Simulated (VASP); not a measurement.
# GeSb4Te4 (P-3m1) in VASP: a series of runs

GeSb4Te4 is run at these levels: PBE; tasks: single point.

Everything below comes from runs of VASP 6.6.1. Logs are shortened: lines on timing, memory, paths and dates and some standing lists are left out, and cuts for length are marked.

## 1. The cell of the first run

Symmetry: P-3m1, No. 164, trigonal system. Conventional cell: a = 4.349 Å, b = 4.349 Å, c = 17.296 Å, α = 90.00°, β = 90.00°, γ = 120.00°. Within 4.0 Å of Ge (site symmetry -3m) lie 6 Te at 3.01 Å. Within 3.9 Å of Sb (site symmetry 3m) lie 3 Sb at 2.95 Å and 3 Te at 3.56 Å. Sb (site symmetry 3m) has 6 Te at 3.03 to 3.20 Å within 4.0 Å. Within 4.0 Å of Te (site symmetry 3m) lie 3 Ge at 3.01 Å and 3 Sb at 3.20 Å. Within 4.0 Å of Te (site symmetry 3m) lie 6 Sb at 3.03 to 3.56 Å.

## 2. Single point, PBE (uniaxial strain along c: -2.0 %, then relaxed in part)

File INCAR:

```
ALGO = Normal
EDIFF = 1E-6
ENCUT = 520
GGA = PE
ISIF = 2
ISMEAR = 0
LASPH = T
LCHARG = F
LREAL = F
LWAVE = F
NBANDS = 39
NELM = 60
PREC = Accurate
SIGMA = 0.01
```

File KPOINTS:

```
k-points
0
Gamma
  12 12 2
```

File POSCAR:

```
GeSb4Te4
1.0
    4.3490731688      0.0000000000      0.0000000000
   -2.1745365844      3.7664078471      0.0000000000
    0.0000000000      0.0000000000     17.2956369707
Ge Sb Te
1 4 4
Direct
    0.0000000000      0.0000000000      0.0000000000
    0.3333333333      0.6666666667      0.5447037119
    0.6666666667      0.3333333333      0.4552962881
    0.6666666673      0.3333333327      0.7887479483
    0.3333333327      0.6666666673      0.2112520517
    0.3333333333      0.6666666667      0.9036374030
    0.6666666667      0.3333333333      0.0963625970
    0.0000000003     -0.0000000003      0.6906128551
   -0.0000000003      0.0000000003      0.3093871449
```

Potentials or basis: VASP PAW PBE potentials, release 64 (Ge_d, Sb, Te).

Run with:

```bash
> cat potpaw_PBE.64/Ge_d/POTCAR potpaw_PBE.64/Sb/POTCAR potpaw_PBE.64/Te/POTCAR > POTCAR
> mpirun -np 1 vasp_std > vasp.out
```

OUTCAR:

```text
EDIFF = 1E-6
   ENCUT = 520
   GGA = PE
   ISIF = 2
   ISMEAR = 0
   LASPH = T
   LREAL = F
   NELM = 60
   PREC = Accurate

 ion  position               nearest neighbor table
   1  0.000  0.000  0.000-   6 3.01   7 3.01   7 3.01   6 3.01   7 3.01   6 3.01
   2  0.333  0.667  0.545-   3 2.95   3 2.95   3 2.95   8 3.56   8 3.56   8 3.56
   3  0.667  0.333  0.455-   2 2.95   2 2.95   2 2.95   9 3.56   9 3.56   9 3.56
   4  0.667  0.333  0.789-   8 3.03   8 3.03   8 3.03   6 3.20   6 3.20   6 3.20
   5  0.333  0.667  0.211-   9 3.03   9 3.03   9 3.03   7 3.20   7 3.20   7 3.20
   6  0.333  0.667  0.904-   1 3.01   1 3.01   1 3.01   4 3.20   4 3.20   4 3.20
   7  0.667  0.333  0.096-   1 3.01   1 3.01   1 3.01   5 3.20   5 3.20   5 3.20
   8  0.000  1.000  0.691-   4 3.03   4 3.03   4 3.03   2 3.56   2 3.56   2 3.56
   9  1.000  0.000  0.309-   5 3.03   5 3.03   5 3.03   3 3.56   3 3.56   3 3.56

  LATTYP: Found a hexagonal cell.
 ALAT       =     4.3490731688
 C/A-ratio  =     3.9768558264

  Lattice vectors:

 A1 = (   4.3490731688,   0.0000000000,   0.0000000000)
 A2 = (  -2.1745365844,   3.7664078471,   0.0000000000)
 A3 = (   0.0000000000,   0.0000000000,  17.2956369707)

Analysis of symmetry for initial positions (statically):
=====================================================================
 Subroutine PRICEL returns:
 Original cell was already a primitive cell.

 Routine SETGRP: Setting up the symmetry group for a
 hexagonal supercell.

 Subroutine GETGRP returns: Found 12 space group operations
 (whereof 12 operations were pure point group operations)
 out of a pool of 24 trial point group operations.

The static configuration has the point symmetry D_3d.

Analysis of symmetry for dynamics (positions and initial velocities):
=====================================================================
 Subroutine PRICEL returns:
 Original cell was already a primitive cell.

 Routine SETGRP: Setting up the symmetry group for a
 hexagonal supercell.

 Subroutine GETGRP returns: Found 12 space group operations
 (whereof 12 operations were pure point group operations)
 out of a pool of 24 trial point group operations.

The dynamic configuration has the point symmetry D_3d.

 Subroutine INISYM returns: Found 12 space group operations
 (whereof 12 operations are pure point group operations),
 and found     1 'primitive' translations

----------------------------------------------------------------------------------------

                                     Primitive cell

  volume of cell :     283.3092

  direct lattice vectors                    reciprocal lattice vectors
     4.349073169  0.000000000  0.000000000     0.229934048  0.132752485  0.000000000
    -2.174536584  3.766407847  0.000000000     0.000000000  0.265504969  0.000000000
     0.000000000  0.000000000 17.295636971     0.000000000  0.000000000  0.057818050

  length of vectors
     4.349073169  4.349073169 17.295636971     0.265504969  0.265504969  0.057818050

  position of ions in fractional coordinates (direct lattice)
     0.000000000  0.000000000  0.000000000
     0.333333333  0.666666667  0.544703712
     0.666666667  0.333333333  0.455296288
     0.666666667  0.333333333  0.788747948
     0.333333333  0.666666667  0.211252052
     0.333333333  0.666666667  0.903637403
     0.666666667  0.333333333  0.096362597
     0.000000000  1.000000000  0.690612855
     1.000000000  0.000000000  0.309387145

  ion indices of the primitive-cell ions
   primitive index   ion index
                 1           1
                 2           2
                 3           3
                 4           4
                 5           5
                 6           6
                 7           7
                 8           8
                 9           9

----------------------------------------------------------------------------------------

 KPOINTS: k-points

Automatic generation of k-mesh.
 Grid dimensions read from file:
 generate k-points for:   12   12    2

 Generating k-lattice:

  Cartesian coordinates                     Fractional coordinates (reciprocal lattice)
     0.019161171  0.011062707  0.000000000     0.083333333  0.000000000  0.000000000
     0.000000000  0.022125414  0.000000000     0.000000000  0.083333333  0.000000000
     0.000000000  0.000000000  0.028909025     0.000000000  0.000000000  0.500000000

  Length of vectors
     0.022125414  0.022125414  0.028909025

  Shift w.r.t. Gamma in fractional coordinates (k-lattice)
     0.000000000  0.000000000  0.000000000

 Subroutine IBZKPT returns following result:
 ===========================================

 Found     38 irreducible k-points:

 Following reciprocal coordinates:
            Coordinates               Weight
  0.000000  0.000000  0.000000      1.000000
  0.083333  0.000000  0.000000      6.000000
  0.166667  0.000000  0.000000      6.000000
  0.250000  0.000000  0.000000      6.000000
  0.333333  0.000000  0.000000      6.000000
  0.416667  0.000000  0.000000      6.000000
[... 16 lines left out ...]
  0.250000  0.000000  0.500000      6.000000
  0.333333  0.000000  0.500000      6.000000
 [... further k-points ...]
   k-points           NKPTS =     38   k-points in BZ     NKDIM =     38   number of bands    NBANDS=     39
   number of dos      NEDOS =    301   number of ions     NIONS =      9
   total plane-waves  NPLWV = 143360
   dimension x,y,z NGX =    32 NGY =   32 NGZ =  140
   dimension x,y,z NGXF=    64 NGYF=   64 NGZF=  280
   ions per type =               1   4   4
   NGX,Y,Z   is equivalent  to a cutoff of  12.23, 12.23, 13.46 a.u.
   NGXF,Y,Z  is equivalent  to a cutoff of  24.46, 24.46, 26.91 a.u.
 SYSTEM =  unknown system
   PREC   = accura    normal or accurate (medium, high low for compatibility)
   ISTART =      0    job   : 0-new  1-cont  2-samecut
   ICHARG =      2    charge: 1-file 2-atom 10-const
   ISPIN  =      1    spin polarized calculation?
   LNONCOLLINEAR =      F non collinear calculations
   LSORBIT =      F    spin-orbit coupling
   LASPH  =      T    aspherical Exc in radial PAW
   ENCUT  =  520.0 eV  38.22 Ry    6.18 a.u.   8.09  8.09 32.16*2*pi/ulx,y,z
   NELM   =     60;   NELMIN=  2; NELMDL= -5     # of ELM steps
   EDIFF  = 0.1E-05   stopping-criterion for ELM
   LREAL  =      F    real-space projection
   EDIFFG = 0.1E-04   stopping-criterion for IOM
   NSW    =      0    number of steps for IOM
   IBRION =     -1    ionic relax: 0-MD 1-quasi-New 2-CG
   NFREE  =      0    steps in history (QN), initial steepest desc. (CG)
   ISIF   =      2    stress and relaxation
   ISYM   =      2    0-nonsym 1-usesym 2-fastsym
   POTIM  = 0.5000    time-step for ionic-motion
   TEBEG  =    0.0;   TEEND  =   0.0 temperature during run
   PSTRESS=    0.0 pullay stress
   NELECT =      58.0000    total number of electrons
   NUPDOWN=      -1.0000    fix difference up-down
   EMIN   =  10.00;   EMAX   =-10.00  energy-range for DOS
   EFERMI =   0.00;   METHOD = LEGACY
   ISMEAR =     0;   SIGMA  =   0.01  broadening in eV -4-tet -1-fermi 0-gaus
   EFERMI_NEDOS =   21; number of points for ismear=-14 and -15
   IALGO  =     38    algorithm
   IMIX   =      4    mixing-type and parameters
     AMIX     =   0.40;   BMIX     =  1.00
     AMIX_MAG =   1.60;   BMIX_MAG =  1.00
  volume/ion in A,a.u.               =      31.48       212.43
  Fermi-wavevector in a.u.,A,eV,Ry     =   0.964859  1.823320 12.666389  0.930953
  Thomas-Fermi vector in A             =   2.094527
   LORBIT       =      0    0 simple, 1 ext, 2 COOP (PROOUT), +10 PAW based schemes
   GGA     = PE    functional components
   LHFCALC =     F    Hartree Fock is set to
   AEXX    =    0.0000 exact exchange contribution
   IVDW    =     0    specifies the selected vdW correction
   LEPSILON=     F    determine dielectric tensor
   LRPA    =     F    only Hartree local field effects (RPA)
 non-spin polarized calculation
 Gauss-broadening in eV      SIGMA  =   0.01
  energy-cutoff  :      520.00
  volume of cell :      283.31
 maximum number of plane-waves:      7657
   NGX = 17   NGY = 17   NGZ = 65

 number of electron      57.9999996 magnetization

 Free energy of the ion-electron system (eV)
  ---------------------------------------------------
  ext. energy  EPLUGINS =         0.00000000
  ---------------------------------------------------
  free energy    TOTEN  =       -34.38786068 eV

  energy without entropy =      -34.38786065  energy(sigma->0) =      -34.38786066

 E-fermi :   6.3919     XC(G=0):  -9.3182

 val. band max:        6.3615765044   @ k =   0.0833   0.0000   0.5000
 cond. band min:       6.4222724264   @ k =   0.0833   0.0000   0.5000
 fundamental gap:      0.0606959220
 Fermi energy:         6.3919273889

 k-point     1 :       0.0000    0.0000    0.0000
  band No.  band energies     occupation
      1     -18.6843      2.00000
      2     -18.6843      2.00000
      3     -18.6801      2.00000
      4     -18.6785      2.00000
      5     -18.6785      2.00000
      6      -6.7748      2.00000
[... 31 lines left out ...]
     38       7.9417      0.00000
     39       8.4873      0.00000

 k-point     2 :       0.0833    0.0000    0.0000
  band No.  band energies     occupation
      1     -18.6844      2.00000
      2     -18.6842      2.00000
      3     -18.6801      2.00000
      4     -18.6786      2.00000
      5     -18.6785      2.00000
      6      -6.7151      2.00000
[... 913 lines left out ...]
     38       9.2137      0.00000
     39       9.3310      0.00000

 k-point    24 :       0.3333    0.0000    0.5000
  band No.  band energies     occupation
      1     -18.6858      2.00000
      2     -18.6838      2.00000
      3     -18.6796      2.00000
      4     -18.6785      2.00000
      5     -18.6776      2.00000
      6      -5.8629      2.00000
[... 31 lines left out ...]
     38       9.4417      0.00000
     39       9.5205      0.00000

 [... further k-points ...]

------------------------ aborting loop because EDIFF is reached ----------------------------------------

  FORCE on cell =-STRESS in cart. coord.  units (eV):
  Direction    XX          YY          ZZ          XY          YZ          ZX
  --------------------------------------------------------------------------------------
  -------------------------------------------------------------------------------------
  Total        0.0005183      0.0005183      0.9327164     -0.0000000      0.0000000      0.0000000
  in kB        0.0029314      0.0029314      5.2747218     -0.0000000      0.0000000      0.0000000
  external PRESSURE =       1.7601949 kB  Pullay stress =       0.0000000 kB

 VOLUME and BASIS-vectors are now :
 -----------------------------------------------------------------------------
  energy-cutoff  :      520.00
  volume of cell :      283.31
      direct lattice vectors                 reciprocal lattice vectors
     4.349073169  0.000000000  0.000000000     0.229934048  0.132752485  0.000000000
    -2.174536584  3.766407847  0.000000000     0.000000000  0.265504969  0.000000000
     0.000000000  0.000000000 17.295636971     0.000000000  0.000000000  0.057818050

 POSITION                                       TOTAL-FORCE (eV/Angst)
 -----------------------------------------------------------------------------------
      0.00000      0.00000      0.00000         0.000000     -0.000000     -0.000000
     -0.00000      2.51094      9.42100         0.000000     -0.000000      0.052753
      2.17454      1.25547      7.87464        -0.000000     -0.000000     -0.052753
      2.17454      1.25547     13.64190        -0.000000     -0.000000      0.013927
     -0.00000      2.51094      3.65374         0.000000      0.000000     -0.013927
     -0.00000      2.51094     15.62898         0.000000     -0.000000     -0.010720
      2.17454      1.25547      1.66665         0.000000      0.000000      0.010720
     -2.17454      3.76641     11.94459         0.000000      0.000000     -0.017656
      4.34907      0.00000      5.35105        -0.000000     -0.000000      0.017656
 -----------------------------------------------------------------------------------
    total drift:                               -0.000000     -0.000000     -0.000000

  FREE ENERGIE OF THE ION-ELECTRON SYSTEM (eV)
  ---------------------------------------------------
  free  energy   TOTEN  =       -34.3878606760 eV

  energy  without entropy=      -34.3878606525  energy(sigma->0) =      -34.38786066
```

Wall time 4.5 min (1 thread of Intel Xeon 6975P-C (Granite Rapids), shared host); peak memory 0.62 GiB.

Results:

```
Free energy            : -34.3879 eV
Pressure               : 0.2 GPa
Largest force          : 0.053 eV/Å
Band gap on the k mesh : 0.06 eV, direct
```

Forces on the atoms (eV/Å):
```
Ge   0.000  0.000  0.000
Sb   0.000  0.000  0.053
Sb   0.000  0.000 -0.053
Sb   0.000  0.000  0.014
Sb   0.000  0.000 -0.014
Te   0.000  0.000 -0.011
Te   0.000  0.000  0.011
Te   0.000  0.000 -0.018
Te   0.000  0.000  0.018
```

Stress tensor (GPa, compression positive):
```
0.00 0.00 0.00
0.00 0.00 0.00
0.00 0.00 0.53
```

Caveat: the cell differs from its parent crystal (uniaxial strain along c: -2.0 %, then relaxed in part); spin-orbit coupling is left out, which moves the levels of the heavy elements.

## 3. Single point, PBE (uniaxial strain along c: -2.0 %)

File INCAR:

```
ALGO = Normal ; EDIFF = 1E-6
ENCUT = 520 ; GGA = PE
ISIF = 2 ; ISMEAR = 0
LASPH = True ; LCHARG = True
LELF = True ; LREAL = False
LVHAR = True ; LWAVE = False
NBANDS = 39 ; NELM = 80
PREC = Accurate ; SIGMA = 0.01
```

KPOINTS is that of step 2.

File POSCAR:

```
GeSb4Te4
1.0
    4.3516345914      0.0000000000      0.0000000000
   -2.1758172957      3.7686261041      0.0000000000
    0.0000000000      0.0000000000     17.2956369707
Ge Sb Te
1 4 4
Direct
    0.0000000000      0.0000000000      0.0000000000
    0.3333333333      0.6666666667      0.5440991990
    0.6666666667      0.3333333333      0.4559008010
    0.6666666667      0.3333333333      0.7907683500
    0.3333333333      0.6666666667      0.2092316500
    0.3333333333      0.6666666667      0.9045184782
    0.6666666667      0.3333333333      0.0954815218
    0.0000000000      0.0000000000      0.6939667125
    0.0000000000      0.0000000000      0.3060332875
```

Potentials or basis: VASP PAW PBE potentials, release 64 (Ge_d, Sb, Te).

Run with:

```bash
> cat potpaw_PBE.64/Ge_d/POTCAR potpaw_PBE.64/Sb/POTCAR potpaw_PBE.64/Te/POTCAR > POTCAR
> mpirun -np 1 vasp_std > vasp.out
```

Run time: 4.6 min. Hardware: 1 thread of Intel Xeon 6975P-C (Granite Rapids), shared host; peak memory 0.62 GiB.

It converged, with:

| Item | Value |
| --- | --- |
| Free energy | -34.3778 eV |
| Pressure | 0.5 GPa |
| Largest force | 0.181 eV/Å |
| Band gap on the k mesh | 0.03 eV, direct |

Forces on the atoms (eV/Å):
```
Ge   0.000  0.000  0.000
Sb   0.000  0.000  0.181
Sb   0.000  0.000 -0.181
Sb   0.000  0.000  0.047
Sb   0.000  0.000 -0.047
Te   0.000  0.000 -0.006
Te   0.000  0.000  0.006
Te   0.000  0.000 -0.149
Te   0.000  0.000  0.149
```

Stress tensor (GPa, compression positive):
```
0.22 0.00 0.00
0.00 0.22 0.00
0.00 0.00 1.02
```

Levels at points of the mesh, in eV from the valence-band top:
```
           k point  band 27  band 28  band 29  band 30  band 31  band 32
(0.00, 0.00, 0.00)    -1.20    -1.20    -0.05     0.11     0.11     0.42
(0.50, 0.00, 0.00)    -1.66    -1.14    -0.93     0.55     0.89     0.91
(0.00, 0.00, 0.50)    -1.22    -1.10    -0.11     0.22     0.22     0.54
(0.50, 0.00, 0.50)    -1.70    -1.49    -0.47     0.15     0.60     1.49
```

Caveat: the cell differs from its parent crystal (uniaxial strain along c: -2.0 %); spin-orbit coupling is left out, which moves the levels of the heavy elements. A k mesh can miss the band edges.
